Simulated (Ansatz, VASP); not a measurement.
## One calculation of YTeAu, two programs

```
Y Te Au
1.0
     4.18211    0.00000    0.00000
     0.00000    4.18211    0.00000
     0.00000    0.00000    5.83242
Y Te Au
1 1 1
Direct
  0.50000 0.50000 0.50000
  0.50000 0.50000 0.00000
  0.00000 0.00000 0.50000
```

Alike in both runs: task relaxation of cell and atoms; functional PBE; k mesh 12 × 12 × 8; occupations gaussian, width 0.1 eV; no spin polarisation.

```csv
,VASP,Ansatz
version,VASP 6.6.1,Ansatz 0.2.0
potentials or method,"VASP PAW PBE potentials, release 64 (Y_sv, Te, Au), cutoff 600 eV","scalar-relativistic, plane waves, PAW"
valence electrons in the cell,28,46
```

```tsv
	VASP	Ansatz	Ansatz less VASP
gap on the k mesh at the Fermi level, each at its own relaxed structure (eV)	none	none	-
relaxed volume (Å³/atom)	34.02	34.05	+0.029
relaxed cell length with the largest relative difference (Å)	4.182	4.184	+0.0017
```

A gap of «none» marks a metal or a gap that the smearing closes. VASP's potentials hold 28 valence electrons a cell and Ansatz's 46, so a difference there can come from the potentials and not from the codes.

Spin-orbit coupling is off throughout.
